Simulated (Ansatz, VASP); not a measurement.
# Mn in VASP and in Ansatz

The input INCAR:

```
SYSTEM = Mn
AGGAC = 1.0
AGGAX = 1.0
ALDAC = 0.0
ALDAX = 1.0
ALGO = Normal
EDIFF = 1E-7
ENCUT = 520
GGA = B5
ISIF = 2
ISMEAR = -1
LASPH = .True.
LCHARG = .True.
LELF = .True.
LREAL = .False.
LVHAR = .True.
LWAVE = .False.
NBANDS = 26
NELM = 100
PREC = Accurate
SIGMA = 0.1
```

File KPOINTS:

```
k-points
0
Gamma
  10 10 14
  0 0 0
```

File POSCAR:

```
Mn
1.0
    3.9472164374      0.0000000000      0.0000000000
   -1.9736082187      3.4183897090      0.0000000000
    0.0000000000      0.0000000000      2.4889000761
Mn
3
Direct
    1.0000000000      0.0000000000      0.0000000000
    0.3333333333      0.6666666667      0.5000000000
    0.6666666667      0.3333333333      0.5000000000
```

Input for Ansatz:

```yaml
crystal:
  lattice:
    - [3.9472164374, 0.0, 0.0]
    - [-1.9736082187, 3.418389709, 0.0]
    - [0.0, 0.0, 2.4889000761]
  atoms:
    - { symbol: Mn, position: [1.0, 0.0, 0.0] }
    - { symbol: Mn, position: [0.3333333333, 0.6666666667, 0.5] }
    - { symbol: Mn, position: [0.6666666667, 0.3333333333, 0.5] }
hamiltonian:
  xc: blyp
  pseudopotentials:
    kind: paw
    azcp:
      Mn: "pseudopotentials/Mn.paw.azcp"
basis:
  ecutwfc: 420
  fft_grid_basis: typed
kpoints:
  mp_grid: { grid: [10, 10, 14], shift: [0, 0, 0] }
magnetization:
  spin_polarized: false
scf:
  occupations: { method: fermi_dirac, width: 0.1 }
  lower_state_search: "off"
output:
  stress: true
  write_density: true
  write_potential: true
  elf: true
  volumetric_format: npy
```

Alike in both runs: task single point; functional BLYP; k mesh 10 × 10 × 14; occupations fermi-dirac, width 0.1 eV; no spin polarisation.

|  | VASP | Ansatz |
| --- | --- | --- |
| version | VASP 6.6.1 | Ansatz 0.2.0 |
| potentials or method | VASP PAW PBE potentials, release 64 (Mn_pv), cutoff 520 eV | plane waves (420 eV) with PAW, scalar-relativistic |
| valence electrons in the cell | 39 | 45 |

Ansatz gave:

| Quantity | Value |
| --- | --- |
| pressure (GPa) | 0.0 |
| traceless stress, the component that is largest in VASP (GPa) | -0.07 |

Task: What did VASP give for the same quantities?

Result: Pressure (GPa): 0.1; traceless stress, the component that is largest in VASP (GPa): -0.15.

VASP's potentials were made for PBE, not for BLYP. With one functional, cell and mesh, what is left measures potentials, basis and numerics. VASP's potentials hold 39 valence electrons a cell and Ansatz's 45, so a difference there can come from the potentials and not from the codes.
